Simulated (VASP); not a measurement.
Sn2Se3S:

```
CELL_PARAMETERS angstrom
-3.79600 0.00000 0.00000
0.00000 0.00000 -6.43514
0.00000 -6.57487 0.00000
ATOMIC_POSITIONS crystal
Sn 0.50000 0.00000 0.50000
Sn 0.00000 0.00000 0.00000
Se 0.00000 0.76535 0.66667
Se 0.50000 0.76535 0.16667
Se 0.50000 0.23465 0.83333
S 0.00000 0.23465 0.33333
```

* Program: VASP 6.6.1
* Task: relaxation of cell and atoms
* Functional: PBEsol
* Potentials or basis: VASP PAW PBE potentials, release 64 (Sn_d, Se, S)
* Cutoff: 500 eV
* k mesh: 6 × 4 × 4
* Occupations: gaussian, width 0.1 eV
* Spin: no spin polarisation

At the start: pressure 1.1 GPa; volume 26.77 Å³/atom.

Question: Where does the relaxation end?

Answer: Over 21 steps the energy falls by 23.9 meV/atom and the volume is 25.32 Å³/atom (-5.4 %); space group Pm (No. 6, to 0.1 Å) before and after.

Step by step:
| step | energy change (eV) | largest force (eV/Å) | pressure (GPa) | volume (Å³) |
| --- | --- | --- | --- | --- |
| 1 | 0.0000 | 0.8854 | 1.06 | 160.61 |
| 2 | -0.0855 | 0.3817 | -1.49 | 164.76 |
| 3 | -0.0877 | 0.3976 | -1.18 | 164.18 |
| 4 | -0.1136 | 0.3035 | 0.06 | 160.59 |
| 5 | -0.1136 | 0.3029 | 0.09 | 160.50 |
| 6 | -0.1213 | 0.1461 | 0.06 | 160.15 |
| 7 | -0.1231 | 0.1074 | 0.04 | 159.89 |
| 8 | -0.1256 | 0.0700 | -0.13 | 159.94 |
| 9 | -0.1262 | 0.0728 | -0.26 | 159.97 |
| 10 | -0.1280 | 0.1322 | -0.02 | 159.04 |
| 11 | -0.1282 | 0.1740 | 0.11 | 158.55 |
| 12 | -0.1301 | 0.1521 | 0.04 | 158.16 |
| 13 | -0.1333 | 0.1580 | -0.12 | 156.99 |
| 14 | -0.1335 | 0.2117 | -0.18 | 156.57 |
| 15 | -0.1349 | 0.1960 | -0.17 | 156.12 |
| 16 | -0.1383 | 0.1501 | -0.14 | 154.79 |
| 17 | -0.1416 | 0.1061 | -0.01 | 152.14 |
| 18 | -0.1416 | 0.1096 | 0.00 | 151.81 |
| 19 | -0.1426 | 0.0789 | 0.01 | 151.83 |
| 20 | -0.1434 | 0.0670 | 0.02 | 151.87 |
| 21 | -0.1437 | 0.0222 | -0.03 | 151.94 |

Final structure:
```cif
data_structure
_symmetry_space_group_name_H-M 'P 1'
_symmetry_Int_Tables_number 1
_cell_length_a 3.7833
_cell_length_b 6.1453
_cell_length_c 6.5354
_cell_angle_alpha 90.025
_cell_angle_beta 90.000
_cell_angle_gamma 90.000
_cell_volume 151.94
loop_
_atom_site_label
_atom_site_type_symbol
_atom_site_fract_x
_atom_site_fract_y
_atom_site_fract_z
_atom_site_occupancy
Sn1 Sn 0.50000 0.00405 0.49815 1
Sn2 Sn 0.00000 0.00399 0.00197 1
Se1 Se 0.00000 0.74493 0.66673 1
Se2 Se 0.50000 0.74389 0.16679 1
Se3 Se 0.50000 0.26540 0.83373 1
S1 S 0.00000 0.23774 0.33262 1
```

Caveat: the PAW data sets were made with another functional, which shifts forces and pressure a little; this functional lacks dispersion, which binds the layers, so the pressure and a relaxed spacing across them are unreliable; the relaxation stopped at a loose force limit of 0.05 eV/Å, so its end isn't a converged minimum.
